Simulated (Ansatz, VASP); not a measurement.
# EuS: VASP beside Ansatz

```
CELL_PARAMETERS angstrom
0.00000 2.97850 2.97850
2.97850 0.00000 2.97850
2.97850 2.97850 0.00000
ATOMIC_POSITIONS crystal
Eu 0.50000 0.50000 0.50000
S 0.00000 0.00000 0.00000
```

Alike in both runs: task single point; functional PBE; k mesh 8 × 8 × 8; occupations gaussian, width 0.05 eV; collinear spin; Hubbard terms Eu f U = 6.0 eV.

|  | VASP | Ansatz |
| --- | --- | --- |
| version | VASP 6.6.1 | Ansatz 0.2.0 |
| potentials or method | VASP PAW PBE potentials, release 64 (Eu, S), cutoff 600 eV | scalar-relativistic, plane waves, PAW |
| valence electrons in the cell | 23 | 23 |

|  | VASP | Ansatz | Ansatz less VASP |
| --- | --- | --- | --- |
| gap on the k mesh at the Fermi level (eV) | 0.42 | 0.70 | +0.281 |
| least direct gap on the mesh (eV) | 0.69 | 1.12 | +0.427 |
| pressure (GPa) | 1.0 | 0.7 | -0.30 |
| net moment per atom (μB) | 3.50 | 3.50 | 0.000 |
| size of the moment on the site where the two differ most (μB) | 6.72 | 6.86 | +0.143 |

Site moments also hang on the region over which each program counts them. The programs project onto different local orbitals, so the same U acts differently, and such runs can settle in different states. Ansatz's warnings: stability check not made.

Neither program's run includes spin-orbit coupling.
